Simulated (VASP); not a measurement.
# BaS (P6_3/mmc) in VASP: notebook

BaS is run at these levels: PBEsol; tasks: single point, relaxation of cell and atoms.

Everything below comes from runs of VASP 6.6.1. Logs are shortened: lines on timing, memory, paths and dates and some standing lists are left out, and cuts for length are marked.

**1. The cell of the first run**

Symmetry: P6_3/mmc, No. 194, hexagonal system. Conventional cell: a = 4.376 Å, b = 4.376 Å, c = 7.684 Å, α = 90.00°, β = 90.00°, γ = 120.00°. Ba (site symmetry -3m) has 6 S at 3.17 Å and 2 Ba at 3.84 Å within 4.2 Å. Within 4.2 Å of S (site symmetry -6m2) lie 6 Ba at 3.17 Å.

**2. Single point, PBEsol**

File INCAR:

```
SYSTEM = BaS
  PREC = Accurate
  ENCUT = 520
  EDIFF = 1E-6
  ISMEAR = 0
  SIGMA = 0.05
  LREAL = .False.
  LASPH = .True.
  NELM = 100
  ALGO = Normal
  ISIF = 2
  LWAVE = .False.
  LCHARG = .False.
  GGA = PS
  NBANDS = 24
```

File KPOINTS:

```
regular mesh
0
Gamma
  8 8 6
  0 0 0
```

File POSCAR:

```
BaS
1.0
    4.3758141704      0.0000000000      0.0000000000
   -2.1879070852      3.7895662338      0.0000000000
    0.0000000000      0.0000000000      7.6836423970
Ba S
2 2
Direct
    0.0000000000      0.0000000000      0.0000000000
    0.0000000000      0.0000000000      0.5000000000
    0.3333333333      0.6666666667      0.2500000000
    0.6666666667      0.3333333333      0.7500000000
```

Potentials or basis: VASP PAW PBE potentials, release 64 (Ba_sv, S).

Launch:

```sh
cat potpaw_PBE.64/Ba_sv/POTCAR potpaw_PBE.64/S/POTCAR > POTCAR
mpirun -np 1 vasp_std > vasp.out
```

OUTCAR:

```text
SYSTEM = BaS
   PREC = Accurate
   ENCUT = 520
   EDIFF = 1E-6
   ISMEAR = 0
   LREAL = .False.
   LASPH = .True.
   NELM = 100
   ISIF = 2
   GGA = PS

 ion  position               nearest neighbor table
   1  0.000  0.000  0.000-   3 3.17   4 3.17   3 3.17   4 3.17   4 3.17   3 3.17   2 3.84   2 3.84

   2  0.000  0.000  0.500-   3 3.17   4 3.17   3 3.17   4 3.17   4 3.17   3 3.17   1 3.84   1 3.84

   3  0.333  0.667  0.250-   1 3.17   2 3.17   1 3.17   2 3.17   1 3.17   2 3.17
   4  0.667  0.333  0.750-   1 3.17   2 3.17   1 3.17   2 3.17   1 3.17   2 3.17

  LATTYP: Found a hexagonal cell.
 ALAT       =     4.3758141704
 C/A-ratio  =     1.7559343468

  Lattice vectors:

 A1 = (   4.3758141704,   0.0000000000,   0.0000000000)
 A2 = (  -2.1879070852,   3.7895662338,   0.0000000000)
 A3 = (   0.0000000000,   0.0000000000,   7.6836423970)

Analysis of symmetry for initial positions (statically):
=====================================================================
 Subroutine PRICEL returns:
 Original cell was already a primitive cell.

 Routine SETGRP: Setting up the symmetry group for a
 hexagonal supercell.

 Subroutine GETGRP returns: Found 24 space group operations
 (whereof 12 operations were pure point group operations)
 out of a pool of 24 trial point group operations.

The static configuration has the point symmetry D_3d.
 The point group associated with its full space group is D_6h.

Analysis of symmetry for dynamics (positions and initial velocities):
=====================================================================
 Subroutine PRICEL returns:
 Original cell was already a primitive cell.

 Routine SETGRP: Setting up the symmetry group for a
 hexagonal supercell.

 Subroutine GETGRP returns: Found 24 space group operations
 (whereof 12 operations were pure point group operations)
 out of a pool of 24 trial point group operations.

The dynamic configuration has the point symmetry D_3d.
 The point group associated with its full space group is D_6h.

 Subroutine INISYM returns: Found 24 space group operations
 (whereof 12 operations are pure point group operations),
 and found     1 'primitive' translations

----------------------------------------------------------------------------------------

                                     Primitive cell

  volume of cell :     127.4135

  direct lattice vectors                    reciprocal lattice vectors
     4.375814170  0.000000000  0.000000000     0.228528900  0.131941222  0.000000000
    -2.187907085  3.789566234  0.000000000     0.000000000  0.263882444  0.000000000
     0.000000000  0.000000000  7.683642397     0.000000000  0.000000000  0.130146609

  length of vectors
     4.375814170  4.375814170  7.683642397     0.263882444  0.263882444  0.130146609

  position of ions in fractional coordinates (direct lattice)
     0.000000000  0.000000000  0.000000000
     0.000000000  0.000000000  0.500000000
     0.333333333  0.666666667  0.250000000
     0.666666667  0.333333333  0.750000000

  ion indices of the primitive-cell ions
   primitive index   ion index
                 1           1
                 2           2
                 3           3
                 4           4

----------------------------------------------------------------------------------------

 KPOINTS: regular mesh

Automatic generation of k-mesh.
 Grid dimensions read from file:
 generate k-points for:    8    8    6

 Generating k-lattice:

  Cartesian coordinates                     Fractional coordinates (reciprocal lattice)
     0.028566113  0.016492653  0.000000000     0.125000000  0.000000000  0.000000000
     0.000000000  0.032985306  0.000000000     0.000000000  0.125000000  0.000000000
     0.000000000  0.000000000  0.021691101     0.000000000  0.000000000  0.166666667

  Length of vectors
     0.032985306  0.032985306  0.021691101

  Shift w.r.t. Gamma in fractional coordinates (k-lattice)
     0.000000000  0.000000000  0.000000000

 Subroutine IBZKPT returns following result:
 ===========================================

 Found     40 irreducible k-points:

 Following reciprocal coordinates:
            Coordinates               Weight
  0.000000  0.000000  0.000000      1.000000
  0.125000  0.000000  0.000000      6.000000
  0.250000  0.000000  0.000000      6.000000
  0.375000  0.000000  0.000000      6.000000
  0.500000  0.000000  0.000000      3.000000
  0.125000  0.125000  0.000000      6.000000
[... 16 lines left out ...]
  0.250000  0.000000  0.333333     12.000000
  0.375000  0.000000  0.333333     12.000000
 [... further k-points ...]
   k-points           NKPTS =     40   k-points in BZ     NKDIM =     40   number of bands    NBANDS=     24
   number of dos      NEDOS =    301   number of ions     NIONS =      4
   total plane-waves  NPLWV =  77760
   dimension x,y,z NGX =    36 NGY =   36 NGZ =   60
   dimension x,y,z NGXF=    72 NGYF=   72 NGZF=  120
   ions per type =               2   2
   NGX,Y,Z   is equivalent  to a cutoff of  13.68, 13.68, 12.98 a.u.
   NGXF,Y,Z  is equivalent  to a cutoff of  27.35, 27.35, 25.96 a.u.
 SYSTEM =  BaS
   PREC   = accura    normal or accurate (medium, high low for compatibility)
   ISTART =      0    job   : 0-new  1-cont  2-samecut
   ICHARG =      2    charge: 1-file 2-atom 10-const
   ISPIN  =      1    spin polarized calculation?
   LNONCOLLINEAR =      F non collinear calculations
   LSORBIT =      F    spin-orbit coupling
   LASPH  =      T    aspherical Exc in radial PAW
   ENCUT  =  520.0 eV  38.22 Ry    6.18 a.u.   8.14  8.14 14.29*2*pi/ulx,y,z
   NELM   =    100;   NELMIN=  2; NELMDL= -5     # of ELM steps
   EDIFF  = 0.1E-05   stopping-criterion for ELM
   LREAL  =      F    real-space projection
   EDIFFG = 0.1E-04   stopping-criterion for IOM
   NSW    =      0    number of steps for IOM
   IBRION =     -1    ionic relax: 0-MD 1-quasi-New 2-CG
   NFREE  =      0    steps in history (QN), initial steepest desc. (CG)
   ISIF   =      2    stress and relaxation
   ISYM   =      2    0-nonsym 1-usesym 2-fastsym
   POTIM  = 0.5000    time-step for ionic-motion
   TEBEG  =    0.0;   TEEND  =   0.0 temperature during run
   PSTRESS=    0.0 pullay stress
   NELECT =      32.0000    total number of electrons
   NUPDOWN=      -1.0000    fix difference up-down
   EMIN   =  10.00;   EMAX   =-10.00  energy-range for DOS
   EFERMI =   0.00;   METHOD = LEGACY
   ISMEAR =     0;   SIGMA  =   0.05  broadening in eV -4-tet -1-fermi 0-gaus
   EFERMI_NEDOS =   21; number of points for ismear=-14 and -15
   IALGO  =     38    algorithm
   IMIX   =      4    mixing-type and parameters
     AMIX     =   0.40;   BMIX     =  1.00
     AMIX_MAG =   1.60;   BMIX_MAG =  1.00
  volume/ion in A,a.u.               =      31.85       214.96
  Fermi-wavevector in a.u.,A,eV,Ry     =   1.032887  1.951874 14.515463  1.066856
  Thomas-Fermi vector in A             =   2.167107
   LORBIT       =      0    0 simple, 1 ext, 2 COOP (PROOUT), +10 PAW based schemes
   GGA     = PS    functional components
   LHFCALC =     F    Hartree Fock is set to
   AEXX    =    0.0000 exact exchange contribution
   IVDW    =     0    specifies the selected vdW correction
   LEPSILON=     F    determine dielectric tensor
   LRPA    =     F    only Hartree local field effects (RPA)
 non-spin polarized calculation
 Gauss-broadening in eV      SIGMA  =   0.05
  energy-cutoff  :      520.00
  volume of cell :      127.41
 maximum number of plane-waves:      3446
 NGX is ok and might be reduce to    36
   NGX = 17   NGY = 17   NGZ = 29

 number of electron      31.9999997 magnetization

 Free energy of the ion-electron system (eV)
  ---------------------------------------------------
  ext. energy  EPLUGINS =         0.00000000
  ---------------------------------------------------
  free energy    TOTEN  =       -21.01578765 eV

  energy without entropy =      -21.01578765  energy(sigma->0) =      -21.01578765

 E-fermi :   1.8596     XC(G=0):  -8.9031

 val. band max:        1.5669354374   @ k =   0.0000   0.0000   0.0000
 cond. band min:       3.7160064371   @ k =   0.5000   0.0000   0.0000
 fundamental gap:      2.1490709997
 Fermi energy:         1.8595788812

 k-point     1 :       0.0000    0.0000    0.0000
  band No.  band energies     occupation
      1     -24.6989      2.00000
      2     -24.6049      2.00000
      3     -11.1513      2.00000
      4      -9.7384      2.00000
      5      -9.7384      2.00000
      6      -9.6041      2.00000
[... 16 lines left out ...]
     23       7.0577      0.00000
     24       7.9887      0.00000

 k-point     2 :       0.1250    0.0000    0.0000
  band No.  band energies     occupation
      1     -24.6923      2.00000
      2     -24.5992      2.00000
      3     -11.0825      2.00000
      4     -10.0188      2.00000
      5      -9.7591      2.00000
      6      -9.6854      2.00000
[... 16 lines left out ...]
     23       7.8933      0.00000
     24       7.9078      0.00000

 k-point     3 :       0.2500    0.0000    0.0000
  band No.  band energies     occupation
      1     -24.6762      2.00000
      2     -24.5856      2.00000
      3     -10.9067      2.00000
      4     -10.4154      2.00000
      5      -9.8725      2.00000
      6      -9.8084      2.00000
[... 16 lines left out ...]
     23       7.7829      0.00000
     24       8.2950      0.00000
[... 514 lines left out ...]
 k-point    23 :       0.2500    0.0000    0.3333
  band No.  band energies     occupation
      1     -24.6538      2.00000
      2     -24.6085      2.00000
      3     -10.6896      2.00000
      4     -10.4004      2.00000
      5      -9.9618      2.00000
      6      -9.8228      2.00000
[... 16 lines left out ...]
     23       7.1115      0.00000
     24       7.6455      0.00000

 k-point    24 :       0.3750    0.0000    0.3333
  band No.  band energies     occupation
      1     -24.6382      2.00000
      2     -24.5941      2.00000
      3     -10.6902      2.00000
      4     -10.4407      2.00000
      5     -10.1553      2.00000
      6      -9.8179      2.00000
[... 16 lines left out ...]
     23       7.8390      0.00000
     24       8.1520      0.00000

 [... further k-points ...]

------------------------ aborting loop because EDIFF is reached ----------------------------------------

  FORCE on cell =-STRESS in cart. coord.  units (eV):
  Direction    XX          YY          ZZ          XY          YZ          ZX
  --------------------------------------------------------------------------------------
  -------------------------------------------------------------------------------------
  Total        0.5582326      0.5582326      0.7155657      0.0000000     -0.0000000      0.0000000
  in kB        7.0195656      7.0195656      8.9979713      0.0000000     -0.0000000      0.0000000
  external PRESSURE =       7.6790342 kB  Pullay stress =       0.0000000 kB

 VOLUME and BASIS-vectors are now :
 -----------------------------------------------------------------------------
  energy-cutoff  :      520.00
  volume of cell :      127.41
      direct lattice vectors                 reciprocal lattice vectors
     4.375814170  0.000000000  0.000000000     0.228528900  0.131941222  0.000000000
    -2.187907085  3.789566234  0.000000000     0.000000000  0.263882444  0.000000000
     0.000000000  0.000000000  7.683642397     0.000000000  0.000000000  0.130146609

 POSITION                                       TOTAL-FORCE (eV/Angst)
 -----------------------------------------------------------------------------------
      0.00000      0.00000      0.00000         0.000000      0.000000     -0.000000
      0.00000      0.00000      3.84182         0.000000      0.000000     -0.000000
     -0.00000      2.52638      1.92091         0.000000      0.000000     -0.000000
      2.18791      1.26319      5.76273        -0.000000      0.000000      0.000000
 -----------------------------------------------------------------------------------
    total drift:                               -0.000000      0.000000     -0.000000

  FREE ENERGIE OF THE ION-ELECTRON SYSTEM (eV)
  ---------------------------------------------------
  free  energy   TOTEN  =       -21.0157876479 eV

  energy  without entropy=      -21.0157876479  energy(sigma->0) =      -21.01578765
```

Run time: 69 s. Hardware: 1 thread of Intel Xeon Platinum 8488C (Sapphire Rapids), shared host; peak memory 0.32 GiB.

Results:

```
Free energy            : -21.0158 eV
Pressure               : 0.8 GPa
Band gap on the k mesh : 2.15 eV, indirect (least direct gap 2.16 eV)
```

Caveat: the PAW data sets were made with another functional, which shifts forces and pressure a little; spin-orbit coupling is left out, which moves the levels of the heavy elements. A k mesh can miss the band edges.

**3. Relaxation of cell and atoms, PBEsol**

This run uses another cell than the first one, of 32.24 Å³/atom, 1.012 times its volume.

File INCAR:

```
SYSTEM = BaS
PREC = Accurate ; ENCUT = 600
EDIFF = 1E-6 ; ISMEAR = 0
SIGMA = 0.05 ; LREAL = .False.
LASPH = .True. ; NELM = 100
ALGO = Normal ; ISIF = 3
LWAVE = .False. ; LCHARG = .False.
GGA = PS ; IBRION = 2
NSW = 80 ; EDIFFG = -0.01
```

KPOINTS is that of step 2.

File POSCAR:

```
BaS
1.0
    4.7453363612      0.0000000000      0.0000000000
   -2.3726681806      4.1095818383      0.0000000000
    0.0000000000      0.0000000000      6.6138371390
Ba S
2 2
Direct
    0.0000000000      0.0000000000      0.0000000000
    0.0000000000      0.0000000000      0.5000000000
    0.3333333333      0.6666666667      0.2500000000
    0.6666666667      0.3333333333      0.7500000000
```

Potentials or basis: VASP PAW PBE potentials, release 64 (Ba_sv, S).

Launch:

```sh
cat potpaw_PBE.64/Ba_sv/POTCAR potpaw_PBE.64/S/POTCAR > POTCAR
mpirun -np 1 vasp_std > vasp.out
```

It took 5.7 min on 1 thread of Intel Xeon Platinum 8488C (Sapphire Rapids), shared host; peak memory 0.35 GiB.

Results (log left out):

```yaml
Free_energy: -21.0204 eV
Relaxed_volume: 32.39 Å³/atom
Relaxed_cell: a = 4.399 Å, b = 4.399 Å, c = 7.734 Å, α = 90.00°, β = 90.00°, γ = 120.00°
Space_group_after_relaxing_to_0.05_Å: P6_3/mmc (No. 194)
Energy_gained_by_relaxing: 228.9 meV/atom
Ionic_steps: 8
Pressure_after_relaxing: 0.0 GPa
Band_gap_on_the_k_mesh: 2.17 eV, indirect (the least direct gap lies 4.7 meV higher)
```

The path:
| step | energy change (eV) | largest force (eV/Å) | pressure (GPa) | volume (Å³) |
| --- | --- | --- | --- | --- |
| 1 | 0.0000 | 0.0000 | 0.06 | 128.98 |
| 2 | -0.7723 | 0.0000 | 0.57 | 128.34 |
| 3 | -0.9081 | 0.0000 | 0.90 | 127.10 |
| 4 | -0.9082 | 0.0000 | 0.93 | 126.96 |
| 5 | -0.9135 | 0.0000 | -0.45 | 130.86 |
| 6 | -0.9154 | 0.0000 | 0.02 | 129.50 |
| 7 | -0.9157 | 0.0000 | 0.00 | 129.55 |
| 8 | -0.9157 | 0.0000 | 0.00 | 129.58 |

Final structure:
```cif
data_structure
_symmetry_space_group_name_H-M 'P 1'
_symmetry_Int_Tables_number 1
_cell_length_a 4.3985
_cell_length_b 4.3985
_cell_length_c 7.7337
_cell_angle_alpha 90.000
_cell_angle_beta 90.000
_cell_angle_gamma 120.000
_cell_volume 129.58
loop_
_atom_site_label
_atom_site_type_symbol
_atom_site_fract_x
_atom_site_fract_y
_atom_site_fract_z
_atom_site_occupancy
Ba1 Ba 0.00000 0.00000 0.00000 1
Ba2 Ba 0.00000 0.00000 0.50000 1
S1 S 0.33333 0.66667 0.25000 1
S2 S 0.66667 0.33333 0.75000 1
```

Levels at points of the mesh, in eV from the valence-band top:
```tsv
k point	band 13	band 14	band 15	band 16	band 17	band 18	band 19	band 20
(0.00, 0.00, 0.00)	-1.01	-0.16	0.00	0.00	2.17	3.48	3.99	3.99
(0.50, 0.00, 0.00)	-1.15	-0.61	-0.34	-0.14	2.17	3.83	5.43	5.80
(0.00, 0.00, 0.50)	-0.57	-0.57	-0.57	-0.57	3.85	3.85	4.66	4.66
(0.50, 0.00, 0.50)	-0.87	-0.87	-0.67	-0.67	3.22	3.22	5.69	5.69
```

Caveat: the PAW data sets were made with another functional, which shifts forces and pressure a little; spin-orbit coupling is left out, which moves the levels of the heavy elements.
